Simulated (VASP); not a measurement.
# NaCl: single point with PBE

NaCl:

```
Na Cl
1.0
     0.00000    2.91295    2.91295
     2.91295    0.00000    2.91295
     2.91295    2.91295    0.00000
Na Cl
1 1
Direct
  0.00000 0.00000 0.00000
  0.50000 0.50000 0.50000
```

- Program: VASP 6.6.1
- Task: single point
- Functional: PBE
- Potentials or basis: VASP PAW PBE potentials, release 64 (Na_pv, Cl)
- Cutoff: 520 eV
- k mesh: 7 × 7 × 7
- Occupations: gaussian, width 0.1 eV
- Spin: no spin polarisation
- Dipole correction: no
- Further INCAR settings: ALGO = Normal; EDIFF = 1e-07; NBANDS = 14

```yaml
Pressure: -1.4 GPa
Band_gap_on_the_k_mesh: 4.76 eV, direct
```

Levels at points of the mesh, in eV from the valence-band top:
| k point | band 4 | band 5 | band 6 | band 7 | band 8 | band 9 | band 10 | band 11 |
| --- | --- | --- | --- | --- | --- | --- | --- | --- |
| (0.00, 0.00, 0.00) | -12.46 | 0.00 | 0.00 | 0.00 | 4.76 | 11.00 | 11.00 | 11.00 |

Wall time 5.4 s on 1 thread of Intel(R) Xeon(R) 6975P-C (Granite Rapids), on a shared host, peak memory 0.17 GiB.

PBE gaps usually lie below the measured ones, often by a third to a half.
